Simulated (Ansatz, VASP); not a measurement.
# CdSe: VASP beside Ansatz

The input INCAR:

```
SYSTEM = CdSe
PREC = Accurate ; ENCUT = 520
EDIFF = 1E-6 ; ISMEAR = -1
SIGMA = 0.02 ; LREAL = .False.
LASPH = .True. ; NELM = 60
ALGO = Normal ; ISIF = 2
LWAVE = .False. ; LCHARG = .True.
GGA = PE ; LELF = .True.
LVHAR = .True. ; NBANDS = 26
```

File KPOINTS:

```
Automatic mesh
0
Gamma
  12 12 4
  0 0 0
```

File POSCAR:

```
CdSe
1.0
    4.2539091927      0.0000000000      0.0000000000
   -2.1269545964      3.6839934263      0.0000000000
    0.0000000000      0.0000000000      6.9351130596
Cd Se
2 2
Direct
    0.3333333333      0.6666666667     -0.0004018102
    0.6666666667      0.3333333333      0.4995981898
    0.3333333333      0.6666666667      0.3754018102
    0.6666666667      0.3333333333      0.8754018102
```

Input for Ansatz:

```yaml
crystal:
  lattice:
    - [4.2539091927, 0.0, 0.0]
    - [-2.1269545964, 3.6839934263, 0.0]
    - [0.0, 0.0, 6.9351130596]
  atoms:
    - { symbol: Cd, position: [0.3333333333, 0.6666666667, -0.0004018102] }
    - { symbol: Cd, position: [0.6666666667, 0.3333333333, 0.4995981898] }
    - { symbol: Se, position: [0.3333333333, 0.6666666667, 0.3754018102] }
    - { symbol: Se, position: [0.6666666667, 0.3333333333, 0.8754018102] }
kpoints:
  mp_grid: { grid: [12, 12, 4] }
  band_path:
    path:
      - [0.0, 0.0, 0.0]
      - [0.5, 0.0, 0.0]
      - [0.3333333333, 0.3333333333, 0.0]
      - [0.0, 0.0, 0.5]
      - [0.5, 0.0, 0.5]
      - [0.3333333333, 0.3333333333, 0.5]
    npoints: 1
hamiltonian:
  xc: pbe
scf:
  occupations: { method: fermi_dirac, width: 0.02 }
  n_extra_bands: 5
output:
  forces: true
  stress: true
  eigenvalues: true
```

Change from the starting cell: hydrostatic strain -2.0%.

Alike in both runs: task single point; functional PBE; k mesh 12 × 12 × 4; occupations fermi-dirac, width 0.02 eV; no spin polarisation.

|  | VASP | Ansatz |
| --- | --- | --- |
| version | VASP 6.6.1 | Ansatz 0.2.0 |
| potentials or method | VASP PAW PBE potentials, release 64 (Cd, Se) | plane waves, PAW |
| plane-wave cutoff (eV) | 520 | 420 |
| valence electrons in the cell | 36 | 72 |

|  | VASP | Ansatz | Ansatz less VASP |
| --- | --- | --- | --- |
| gap on the k mesh at the Fermi level (eV) | 0.75 | 0.74 | -0.001 |
| pressure (GPa) | 5.4 | 5.0 | -0.37 |
| traceless stress, the component that is largest in VASP (GPa) | 0.09 | 0.09 | -0.005 |

The functional is the same, so the differences come from potentials, cutoffs and numerics. VASP's potentials hold 36 valence electrons a cell and Ansatz's 72, so a difference there can come from the potentials and not from the codes.
